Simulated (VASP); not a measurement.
Crystal: LuBe4.

```
Lu Be
1.0
    -2.32518    2.32518    2.32518
     2.32518   -2.32518    2.32518
     2.32518    2.32518   -2.32518
Lu Be
1 4
Direct
  0.00000 0.00000 0.00000
  0.00000 0.00000 0.50000
  0.50000 0.00000 0.00000
  0.50000 0.50000 0.50000
  0.00000 0.50000 0.00000
```

| Item | Value |
| --- | --- |
| Program | VASP 6.6.1 |
| Task | relaxation of cell and atoms |
| Functional | PBE |
| Potentials or basis | VASP PAW PBE potentials, release 64 (Lu, Be) |
| Cutoff | 600 eV |
| k mesh | 6 × 6 × 6 |
| Occupations | gaussian, width 0.1 eV |
| Spin | no spin polarisation |

At the start: pressure 64.7 GPa; volume 10.06 Å³/atom.

How do energy, volume and symmetry change on relaxing?

Over 5 steps the energy falls by 1340.6 meV/atom and the volume is 21.95 Å³/atom (+118.3 %); space group Im-3m (No. 229, to 0.05 Å).

The path:
```tsv
step	energy change (eV)	largest force (eV/Å)	pressure (GPa)	volume (Å³)
1	0.0000	0.0000	64.65	50.28
2	-6.1512	0.0000	8.81	85.98
3	-6.6238	0.0000	2.88	99.45
4	-6.3935	0.0000	-4.03	130.46
5	-6.7028	0.0000	-0.27	109.76
```

Final structure:
```
CELL_PARAMETERS angstrom
-3.01620 3.01620 3.01620
3.01620 -3.01620 3.01620
3.01620 3.01620 -3.01620
ATOMIC_POSITIONS crystal
Lu 0.00000 0.00000 0.00000
Be 0.00000 0.00000 0.50000
Be 0.50000 0.00000 0.00000
Be 0.50000 0.50000 0.50000
Be 0.00000 0.50000 0.00000
```

Caveat: the volume moved by over 15 % at a fixed basis, so the end points are rough.
